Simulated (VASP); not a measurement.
Wanted: the native input for a VASP 6.6.1 run.

```yaml
Task: single point
Functional: PBEsol
Potentials_or_basis: VASP PAW PBE potentials, release 64 (Cd, S)
Cutoff: 520 eV
k_mesh: 12 × 12 × 6
Occupations: fermi-dirac, width 0.08 eV
Spin: no spin polarisation
Dipole_correction: no
Further_INCAR_settings: ALGO = Normal; EDIFF = 1e-07; NBANDS = 26
```

The structure of CdS lies in POSCAR:

```
CdS
1.0
    4.1238484089      0.0000000000      0.0000000000
   -2.0619242044      3.5713574835      0.0000000000
    0.0000000000      0.0000000000      6.7097297170
Cd S
2 2
Direct
    0.3333333333      0.6666666667     -0.0007762665
    0.6666666667      0.3333333333      0.4992237335
    0.3333333333      0.6666666667      0.3757762665
    0.6666666667      0.3333333333      0.8757762665
```

These files were run (other wordings do the same):

INCAR

```
SYSTEM = CdS
  ALGO = Normal
  EDIFF = 1E-7
  ENCUT = 520
  GGA = PS
  ISIF = 2
  ISMEAR = -1
  LASPH = .True.
  LCHARG = .False.
  LREAL = .False.
  LWAVE = .False.
  NBANDS = 26
  NELM = 100
  PREC = Accurate
  SIGMA = 0.08
```

KPOINTS

```
k-points
0
Gamma
  12 12 6
  0 0 0
```

Potentials or basis: VASP PAW PBE potentials, release 64 (Cd, S).

Launch:

```sh
$ cat potpaw_PBE.64/Cd/POTCAR potpaw_PBE.64/S/POTCAR > POTCAR
$ mpirun -np 1 vasp_std > vasp.out
```

It gave:

```json
{"Pressure": "0.4 GPa", "Band gap on the k mesh": "1.10 eV"}
```

Caveat: the PAW data sets were made with another functional, which shifts forces and pressure a little.

Wall time 2.9 min on 1 thread of AMD EPYC 9755 128-Core Processor, on a shared host, peak memory 0.27 GiB.
